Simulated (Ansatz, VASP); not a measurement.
**One calculation of BeZn2S2O, two programs**

```
CELL_PARAMETERS angstrom
4.47185 0.00000 0.00000
-2.23592 3.87273 0.00000
0.00000 0.00000 4.67302
ATOMIC_POSITIONS crystal
Be 0.00000 0.00000 0.50000
Zn 0.33333 0.66667 0.00000
Zn 0.66667 0.33333 0.00000
S 0.33333 0.66667 0.50000
S 0.66667 0.33333 0.50000
O 0.00000 0.00000 0.00000
```

Alike in both runs: functional PBE; k mesh 12 × 12 × 8; occupations gaussian, width 0.1 eV; no spin polarisation.

Ansatz relaxed the structure, and its values are those at the end. VASP's run is a single point on that final structure, the one shown.

```csv
,VASP,Ansatz
version,VASP 6.6.1,Ansatz 0.2.0
potentials or method,"VASP PAW PBE potentials, release 64 (Be, Zn, S, O), cutoff 520 eV","scalar-relativistic, plane waves, PAW"
valence electrons in the cell,44,44
```

```tsv
	VASP	Ansatz	Ansatz less VASP
gap on the k mesh at the Fermi level (eV)	none	none	-
pressure (GPa)	0.1	0.0	-0.12
```

A gap of «none» marks a metal or a gap that the smearing closes.
